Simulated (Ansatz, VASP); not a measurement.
# Two plane-wave programs on AlN

```xyz
2
Lattice="0.0000 2.1512 2.1840 2.1512 0.0000 2.1840 2.1512 2.1512 0.0000" Properties=species:S:1:pos:R:3 pbc="T T T"
Al    0.0000    0.0000    0.0000
N     3.2269    3.2269    3.2760
```

Change from the starting cell: strain -0.0150 x Voigt [1, 1, 0, 0, 0, 0], atoms carried along.

Alike in both runs: task single point; functional r2SCAN; k mesh 10 × 10 × 10; occupations gaussian, width 0.05 eV; no spin polarisation.

```csv
,VASP,Ansatz
version,VASP 6.6.1,Ansatz 0.2.0
potentials or method,"VASP PAW PBE potentials, release 64 (Al, N), cutoff 520 eV","scalar-relativistic, plane waves, PAW"
valence electrons in the cell,8,8
```

|  | VASP | Ansatz | Ansatz less VASP |
| --- | --- | --- | --- |
| gap on the k mesh at the Fermi level (eV) | 3.91 | 3.92 | +0.009 |
| least direct gap on the mesh (eV) | 5.15 | 5.11 | -0.041 |
| pressure (GPa) | 6.6 | 7.0 | +0.37 |
| traceless stress, the component that is largest in VASP (GPa) | -1.52 | -1.51 | +0.002 |

VASP's potentials were made for PBE, not for r2SCAN. The functional is the same, so the differences come from potentials, cutoffs and numerics.
